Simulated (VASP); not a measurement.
Wanted: the native input for a VASP 6.6.1 run.

```
Task                   : single point
Functional             : PBE
Potentials or basis    : VASP PAW PBE potentials, release 64 (K_sv)
Cutoff                 : 520 eV
k mesh                 : 14 × 14 × 14
Occupations            : gaussian, width 0.15 eV
Spin                   : no spin polarisation
Dipole correction      : no
Further INCAR settings : ALGO = Normal; EDIFF = 1e-06; NBANDS = 10
```

The structure of K lies in POSCAR:

```
K
1.0
   -2.6180000000      2.6180000000      2.7489000000
    2.6180000000     -2.6180000000      2.7489000000
    2.6180000000      2.6180000000     -2.7489000000
K
1
Direct
    0.0000000000      0.0000000000      0.0000000000
```

This cell differs from its parent crystal: strain +0.000 along x and y, +0.050 along z.

One way to write it, as run:

INCAR

```
SYSTEM = K
  ALGO = Normal
  EDIFF = 1E-6
  ENCUT = 520
  GGA = PE
  ISIF = 2
  ISMEAR = 0
  LASPH = .TRUE.
  LCHARG = .FALSE.
  LREAL = .FALSE.
  LWAVE = .FALSE.
  NBANDS = 10
  NELM = 100
  PREC = Accurate
  SIGMA = 0.15
```

KPOINTS

```
k-points
0
G
  14 14 14
  0 0 0
```

Potentials or basis: VASP PAW PBE potentials, release 64 (K_sv).

The run is started by

```bash
$ cat potpaw_PBE.64/K_sv/POTCAR > POTCAR
$ mpirun -np 1 vasp_std > vasp.out
```

It gave:

```
Pressure               : -0.1 GPa
Band gap on the k mesh : zero (an odd number of electrons rules out a gap without spin polarisation)
```

Caveat: the cell differs from its parent crystal (strain +0.000 along x and y, +0.050 along z).

Wall time 46 s on 1 thread of Intel(R) Xeon(R) 6975P-C (Granite Rapids), with other jobs on the host, peak memory 0.32 GiB.
